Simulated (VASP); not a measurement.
# C (P6_3/mmc) in VASP: notebook

C is run at these levels: r2SCAN+D3(BJ); tasks: single point.

Program: VASP 6.6.1. These are calculated values, not measurements. Logs are shortened: lines on timing, memory, paths and dates and some standing lists are left out, and cuts for length are marked.

### 1 The cell of the first run

Symmetry: P6_3/mmc, No. 194, hexagonal system. Conventional cell: a = 2.440 Å, b = 2.440 Å, c = 5.996 Å, α = 90.00°, β = 90.00°, γ = 120.00°. Within 1.9 Å of C (site symmetry -6m2) lie 3 C at 1.41 Å. C (site symmetry -6m2) has 3 C at 1.41 Å within 1.9 Å.

### 2 Single point, r2SCAN+D3(BJ) (7.73 Å³/atom)

The input, POSCAR:

```
C
1.0
    2.4404804335      0.0000000000      0.0000000000
   -1.2202402167      2.1135180528      0.0000000000
    0.0000000000      0.0000000000      5.9956503033
C
4
Direct
    0.0000000000      0.0000000000      0.2500000000
    0.0000000000      0.0000000000      0.7500000000
    0.3333333333      0.6666666667      0.2500000000
    0.6666666667      0.3333333333      0.7500000000
```

The input, INCAR.step1:

```
SYSTEM = C
PREC     = Accurate       ! precision mode
ENCUT    = 520            ! plane-wave cutoff, eV
ISMEAR   = 0              ! smearing method
SIGMA    = 0.1            ! smearing width, eV
LREAL    = .FALSE.        ! projectors in reciprocal space
LASPH    = .TRUE.         ! aspherical terms in the spheres
NELM     = 100            ! most SCF steps
NBANDS   = 16             ! bands
GGA      = PE             ! functional
ALGO     = Normal         ! electronic algorithm
EDIFF    = 1E-4           ! SCF threshold, eV
LWAVE    = .TRUE.         ! write WAVECAR
LCHARG   = .FALSE.        ! write CHGCAR
```

The input, INCAR.step2:

```
SYSTEM = C
PREC     = Accurate       ! precision mode
ENCUT    = 520            ! plane-wave cutoff, eV
EDIFF    = 1E-7           ! SCF threshold, eV
ISMEAR   = 0              ! smearing method
SIGMA    = 0.1            ! smearing width, eV
LREAL    = .FALSE.        ! projectors in reciprocal space
LASPH    = .TRUE.         ! aspherical terms in the spheres
NELM     = 100            ! most SCF steps
ALGO     = Normal         ! electronic algorithm
ISIF     = 2              ! what is computed and relaxed
LWAVE    = .FALSE.        ! write WAVECAR
LCHARG   = .TRUE.         ! write CHGCAR
METAGGA  = R2SCAN         ! meta-GGA
LMIXTAU  = .TRUE.       
IVDW     = 12             ! dispersion correction
VDW_S6   = 1.0          
VDW_S8   = 0.78981345   
VDW_A1   = 0.49484001   
VDW_A2   = 5.73083694   
LELF     = .TRUE.         ! ELF
LVHAR    = .TRUE.       
NBANDS   = 16             ! bands
ISTART   = 1
```

The input, KPOINTS:

```
Automatic mesh
0
G
  21 21 6
  0 0 0
```

Potentials or basis: VASP PAW PBE potentials, release 64 (C).

On the command line:

```sh
$ cat potpaw_PBE.64/C/POTCAR > POTCAR
$ cp INCAR.step1 INCAR
$ mpirun -np 1 vasp_std > vasp.out
$ cp INCAR.step2 INCAR
$ mpirun -np 1 vasp_std > vasp.out
```

OUTCAR:

```text
SYSTEM = C
   PREC = Accurate
   ENCUT = 520
   EDIFF = 1E-7
   ISMEAR = 0
   LREAL = .FALSE.
   LASPH = .TRUE.
   NELM = 100
   ISIF = 2
   METAGGA = R2SCAN
   IVDW = 12
   ISTART = 1
 IVDW          = 12

 ion  position               nearest neighbor table
   1  0.000  0.000  0.250-   3 1.41   3 1.41   3 1.41
   2  0.000  0.000  0.750-   4 1.41   4 1.41   4 1.41
   3  0.333  0.667  0.250-   1 1.41   1 1.41   1 1.41
   4  0.667  0.333  0.750-   2 1.41   2 1.41   2 1.41

  LATTYP: Found a hexagonal cell.
 ALAT       =     2.4404804335
 C/A-ratio  =     2.4567499993

  Lattice vectors:

 A1 = (   2.4404804335,   0.0000000000,   0.0000000000)
 A2 = (  -1.2202402167,   2.1135180528,   0.0000000000)
 A3 = (   0.0000000000,   0.0000000000,   5.9956503033)

Analysis of symmetry for initial positions (statically):
=====================================================================
 Subroutine PRICEL returns:
 Original cell was already a primitive cell.

 Routine SETGRP: Setting up the symmetry group for a
 hexagonal supercell.

 Subroutine GETGRP returns: Found 24 space group operations
 (whereof 12 operations were pure point group operations)
 out of a pool of 24 trial point group operations.

The static configuration has the point symmetry D_3d.
 The point group associated with its full space group is D_6h.

Analysis of symmetry for dynamics (positions and initial velocities):
=====================================================================
 Subroutine PRICEL returns:
 Original cell was already a primitive cell.

 Routine SETGRP: Setting up the symmetry group for a
 hexagonal supercell.

 Subroutine GETGRP returns: Found 24 space group operations
 (whereof 12 operations were pure point group operations)
 out of a pool of 24 trial point group operations.

The dynamic configuration has the point symmetry D_3d.
 The point group associated with its full space group is D_6h.

 Subroutine INISYM returns: Found 24 space group operations
 (whereof 12 operations are pure point group operations),
 and found     1 'primitive' translations

----------------------------------------------------------------------------------------

                                     Primitive cell

  volume of cell :      30.9256

  direct lattice vectors                    reciprocal lattice vectors
     2.440480433  0.000000000  0.000000000     0.409755385  0.236572382  0.000000000
    -1.220240217  2.113518053  0.000000000     0.000000000  0.473144764  0.000000000
     0.000000000  0.000000000  5.995650303     0.000000000  0.000000000  0.166787579

  length of vectors
     2.440480433  2.440480433  5.995650303     0.473144764  0.473144764  0.166787579

  position of ions in fractional coordinates (direct lattice)
     0.000000000  0.000000000  0.250000000
     0.000000000  0.000000000  0.750000000
     0.333333333  0.666666667  0.250000000
     0.666666667  0.333333333  0.750000000

  ion indices of the primitive-cell ions
   primitive index   ion index
                 1           1
                 2           2
                 3           3
                 4           4

----------------------------------------------------------------------------------------

 KPOINTS: Automatic mesh

Automatic generation of k-mesh.
 Grid dimensions read from file:
 generate k-points for:   21   21    6

 Generating k-lattice:

  Cartesian coordinates                     Fractional coordinates (reciprocal lattice)
     0.019512161  0.011265352  0.000000000     0.047619048  0.000000000  0.000000000
     0.000000000  0.022530703  0.000000000     0.000000000  0.047619048  0.000000000
     0.000000000  0.000000000  0.027797930     0.000000000  0.000000000  0.166666667

  Length of vectors
     0.022530703  0.022530703  0.027797930

  Shift w.r.t. Gamma in fractional coordinates (k-lattice)
     0.000000000  0.000000000  0.000000000

 Subroutine IBZKPT returns following result:
 ===========================================

 Found    192 irreducible k-points:

 Following reciprocal coordinates:
            Coordinates               Weight
  0.000000  0.000000  0.000000      1.000000
  0.047619  0.000000  0.000000      6.000000
  0.095238  0.000000  0.000000      6.000000
  0.142857  0.000000  0.000000      6.000000
  0.190476  0.000000  0.000000      6.000000
  0.238095  0.000000  0.000000      6.000000
[... 16 lines left out ...]
  0.142857  0.095238  0.000000     12.000000
  0.190476  0.095238  0.000000     12.000000
 [... further k-points ...]
   k-points           NKPTS =    192   k-points in BZ     NKDIM =    192   number of bands    NBANDS=     16
   number of dos      NEDOS =    301   number of ions     NIONS =      4
   total plane-waves  NPLWV =  15552
   dimension x,y,z NGX =    18 NGY =   18 NGZ =   48
   dimension x,y,z NGXF=    36 NGYF=   36 NGZF=   96
   ions per type =               4
   NGX,Y,Z   is equivalent  to a cutoff of  12.26, 12.26, 13.31 a.u.
   NGXF,Y,Z  is equivalent  to a cutoff of  24.52, 24.52, 26.62 a.u.
 SYSTEM =  C
   PREC   = accura    normal or accurate (medium, high low for compatibility)
   ISTART =      1    job   : 0-new  1-cont  2-samecut
   ICHARG =      0    charge: 1-file 2-atom 10-const
   ISPIN  =      1    spin polarized calculation?
   LNONCOLLINEAR =      F non collinear calculations
   LSORBIT =      F    spin-orbit coupling
   LASPH  =      T    aspherical Exc in radial PAW
   ENCUT  =  520.0 eV  38.22 Ry    6.18 a.u.   4.54  4.54 11.15*2*pi/ulx,y,z
   NELM   =    100;   NELMIN=  2; NELMDL=  0     # of ELM steps
   EDIFF  = 0.1E-06   stopping-criterion for ELM
   LREAL  =      F    real-space projection
   EDIFFG = 0.1E-05   stopping-criterion for IOM
   NSW    =      0    number of steps for IOM
   IBRION =     -1    ionic relax: 0-MD 1-quasi-New 2-CG
   NFREE  =      0    steps in history (QN), initial steepest desc. (CG)
   ISIF   =      2    stress and relaxation
   ISYM   =      2    0-nonsym 1-usesym 2-fastsym
   POTIM  = 0.5000    time-step for ionic-motion
   TEBEG  =    0.0;   TEEND  =   0.0 temperature during run
   PSTRESS=    0.0 pullay stress
   NELECT =      16.0000    total number of electrons
   NUPDOWN=      -1.0000    fix difference up-down
   EMIN   =  10.00;   EMAX   =-10.00  energy-range for DOS
   EFERMI =   0.00;   METHOD = LEGACY
   ISMEAR =     0;   SIGMA  =   0.10  broadening in eV -4-tet -1-fermi 0-gaus
   EFERMI_NEDOS =   21; number of points for ismear=-14 and -15
   IALGO  =     38    algorithm
   IMIX   =      4    mixing-type and parameters
     AMIX     =   0.40;   BMIX     =  1.00
     AMIX_MAG =   1.60;   BMIX_MAG =  1.00
  volume/ion in A,a.u.               =       7.73        52.17
  Fermi-wavevector in a.u.,A,eV,Ry     =   1.314243  2.483559 23.500450  1.727234
  Thomas-Fermi vector in A             =   2.444509
   LORBIT       =      0    0 simple, 1 ext, 2 COOP (PROOUT), +10 PAW based schemes
   METAGGA = R2SCAN    functional components
   LHFCALC =     F    Hartree Fock is set to
   AEXX    =    0.0000 exact exchange contribution
   IVDW    =    12    specifies the selected vdW correction
   LEPSILON=     F    determine dielectric tensor
   LRPA    =     F    only Hartree local field effects (RPA)
 non-spin polarized calculation
 Gauss-broadening in eV      SIGMA  =   0.10
  energy-cutoff  :      520.00
  volume of cell :       30.93
 maximum number of plane-waves:       857
   NGX =  9   NGY =  9   NGZ = 23

 number of electron      15.9999999 magnetization

 Free energy of the ion-electron system (eV)
  ---------------------------------------------------
  ext. energy  EPLUGINS =         0.00000000
  ---------------------------------------------------
  free energy    TOTEN  =       -39.61410829 eV

  energy without entropy =      -39.61359243  energy(sigma->0) =      -39.61385036

 E-fermi :   5.8318     XC(G=0): -11.9921

 val. band max:        5.7978732116   @ k =   0.3333   0.3333   0.1667
 cond. band min:       5.8548391686   @ k =   0.3333   0.3333   0.3333
 fundamental gap:      0.0569659571
 Fermi energy:         5.8317959632

 k-point     1 :       0.0000    0.0000    0.0000
  band No.  band energies     occupation
      1     -15.4235      2.00000
      2     -14.7551      2.00000
      3      -3.8543      2.00000
      4      -0.4444      2.00000
      5       2.6938      2.00000
      6       2.6938      2.00000
[... 8 lines left out ...]
     15      18.9018      0.00000
     16      19.3300      0.00000

 k-point     2 :       0.0476    0.0000    0.0000
  band No.  band energies     occupation
      1     -15.3649      2.00000
      2     -14.6984      2.00000
      3      -3.7833      2.00000
      4      -0.3795      2.00000
      5       2.4454      2.00000
      6       2.5167      2.00000
[... 8 lines left out ...]
     15      18.6936      0.00000
     16      19.4320      0.00000

 k-point     3 :       0.0952    0.0000    0.0000
  band No.  band energies     occupation
      1     -15.1894      2.00000
      2     -14.5284      2.00000
      3      -3.5706      2.00000
      4      -0.1855      2.00000
      5       1.7534      2.00000
      6       1.8598      2.00000
[... 8 lines left out ...]
     15      18.0984      0.00000
     16      19.7526      0.00000

 k-point     4 :       0.1429    0.0000    0.0000
  band No.  band energies     occupation
      1     -14.8976      2.00000
      2     -14.2459      2.00000
      3      -3.2176      2.00000
      4       0.1350      2.00000
      5       0.7342      2.00000
      6       0.8840      2.00000
[... 8 lines left out ...]
     15      17.1970      0.00000
     16      20.2835      0.00000
[... 324 lines left out ...]
 k-point    22 :       0.0952    0.0952    0.0000
  band No.  band energies     occupation
      1     -14.7231      2.00000
      2     -14.0768      2.00000
      3      -3.0067      2.00000
      4       0.3258      2.00000
      5       0.3822      2.00000
      6       0.4799      2.00000
[... 8 lines left out ...]
     15      16.9493      0.00000
     16      20.8457      0.00000

 k-point    23 :       0.1429    0.0952    0.0000
  band No.  band energies     occupation
      1     -14.3169      2.00000
      2     -13.6835      2.00000
      3      -2.5172      2.00000
      4      -0.6597      2.00000
      5      -0.5170      2.00000
      6       0.5931      2.00000
[... 8 lines left out ...]
     15      17.8199      0.00000
     16      21.0355      0.00000

 k-point    24 :       0.1905    0.0952    0.0000
  band No.  band energies     occupation
      1     -13.7976      2.00000
      2     -13.1807      2.00000
      3      -1.8943      2.00000
      4      -1.8779      2.00000
      5      -1.6702      2.00000
      6      -0.0491      2.00000
[... 8 lines left out ...]
     15      19.0407      0.00000
     16      21.1722      0.00000

 [... further k-points ...]

------------------------ aborting loop because EDIFF is reached ----------------------------------------

 Edisp (eV)   -0.33917

 E8    (eV) :    -0.0709

  FORCE on cell =-STRESS in cart. coord.  units (eV):
  Direction    XX          YY          ZZ          XY          YZ          ZX
  --------------------------------------------------------------------------------------
  -------------------------------------------------------------------------------------
  Total       1.91849     1.91849     1.65912     0.00000    -0.00000     0.00000
  in kB      99.39248    99.39248    85.95499     0.00000    -0.00000     0.00000
  external pressure =       94.91 kB  Pullay stress =        0.00 kB

 VOLUME and BASIS-vectors are now :
 -----------------------------------------------------------------------------
  energy-cutoff  :      520.00
  volume of cell :       30.93
      direct lattice vectors                 reciprocal lattice vectors
     2.440480433  0.000000000  0.000000000     0.409755385  0.236572382  0.000000000
    -1.220240217  2.113518053  0.000000000     0.000000000  0.473144764  0.000000000
     0.000000000  0.000000000  5.995650303     0.000000000  0.000000000  0.166787579

 POSITION                                       TOTAL-FORCE (eV/Angst)
 -----------------------------------------------------------------------------------
      0.00000      0.00000      1.49891         0.000000      0.000000     -0.000000
      0.00000      0.00000      4.49674        -0.000000     -0.000000     -0.000000
     -0.00000      1.40901      1.49891         0.000000     -0.000000      0.000000
      1.22024      0.70451      4.49674        -0.000000      0.000000     -0.000000
 -----------------------------------------------------------------------------------
    total drift:                                0.000000     -0.000000      0.000000

  FREE ENERGIE OF THE ION-ELECTRON SYSTEM (eV)
  ---------------------------------------------------
  free  energy   TOTEN  =       -39.9532777655 eV

  energy  without entropy=      -39.9527619058  energy(sigma->0) =      -39.95301984
```

Run time: 3.1 min. Hardware: 1 thread of AMD EPYC 9R45 (Zen 5), shared host; peak memory 0.17 GiB.

What came out:

- Free energy: -39.9533 eV
- Pressure: 9.5 GPa
- Band gap on the k mesh: zero (bands 8 and 9 overlap by 0.09 eV)
- Dispersion energy per atom: -0.085 eV

Levels at points of the mesh, in eV from the Fermi level:
| k point | band 6 | band 7 | band 8 | band 9 | band 10 | band 11 |
| --- | --- | --- | --- | --- | --- | --- |
| (0.00, 0.00, 0.00) | -3.14 | -3.08 | -3.08 | 5.80 | 8.87 | 8.87 |
| (0.00, 0.00, 0.50) | -3.11 | -3.11 | -3.11 | 8.94 | 8.94 | 8.94 |

Caveat: the cell stands under pressure; the PAW data sets were made with another functional, which shifts forces and pressure a little.

(Continued in part 2 of 2.)
